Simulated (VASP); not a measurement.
BN, 2 atoms in the cell. It takes space group F-43m (No. 216, cubic). Conventional cell: a = 3.604 Å, b = 3.604 Å, c = 3.604 Å, α = 90.00°, β = 90.00°, γ = 90.00°. B (site symmetry -43m) has 4 N at 1.56 Å within 2.1 Å. N (site symmetry -43m) has 4 B at 1.56 Å within 2.1 Å.  This cell differs from its parent crystal: phonons at volume x 1.02.

| Quantity | Value |
| --- | --- |
| Program | VASP 6.6.1 |
| Task | vibrations by perturbation theory |
| Functional | LDA |
| Potentials or basis | VASP PAW LDA potentials, release 64 (B, N) |
| Cutoff | 520 eV |
| k mesh | 12 × 12 × 12 |
| Occupations | gaussian, width 0.01 eV |
| Spin | no spin polarisation |
| Dipole correction | no |
| Further INCAR settings | ALGO = Normal; EDIFF = 1e-08; NBANDS = 11; IBRION = 8; NSW = 1 |

Potentials or basis: VASP PAW LDA potentials, release 64 (B, N).

The run is started by

```bash
$ cat potpaw_LDA.64/B/POTCAR potpaw_LDA.64/N/POTCAR > POTCAR
$ mpirun -np 1 vasp_std > vasp.out
```

Hardware: 1 thread of AMD EPYC 9R45 96-Core Processor (Zen 5) (shared host).

How long does it take, and how much memory?

Wall time 110 s on 1 thread of AMD EPYC 9R45 96-Core Processor (Zen 5), on a shared host, peak memory 0.16 GiB. Counts: scf iterations 100, k points 72.
